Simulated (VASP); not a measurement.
**Os: single point with LDA**

Crystal: Os.

```xyz
1
Lattice="-1.5239 1.5239 1.5239 1.5239 -1.5239 1.5239 1.5239 1.5239 -1.5239" Properties=species:S:1:pos:R:3 pbc="T T T"
Os    0.0000    0.0000    0.0000
```

This isn't the form of Os at room conditions, which is hcp.

```yaml
Program: VASP 6.6.1
Task: single point
Functional: LDA
Potentials_or_basis: VASP PAW LDA potentials, release 64 (Os)
Cutoff: 520 eV
k_mesh: 14 × 14 × 14
Occupations: fermi-dirac, width 0.1 eV
Spin: no spin polarisation
Dipole_correction: no
Further_INCAR_settings: ALGO = Normal; EDIFF = 1e-06; NBANDS = 10
```

| Property | Result |
| --- | --- |
| Pressure | 1.1 GPa |
| Band gap on the k mesh | zero (bands 4 and 5 overlap by 4.61 eV) |

Levels at points of the mesh, in eV from the Fermi level:
```
           k point  band 2  band 3  band 4  band 5  band 6  band 7
(0.00, 0.00, 0.00)   -3.45   -3.45   -3.45   -0.08   -0.08   16.31
(0.50, 0.00, 0.00)   -5.57   -0.21   -0.09    0.58    3.39    9.31
(0.50, 0.50, 0.50)   -7.54    2.52    2.52    2.52    8.08    8.08
```

Run time: 16 s on 1 thread of Intel Xeon 8259CL, with other jobs on the host, peak memory 0.13 GiB.

Caveat: spin-orbit coupling is left out, which moves the levels of the heavy elements.
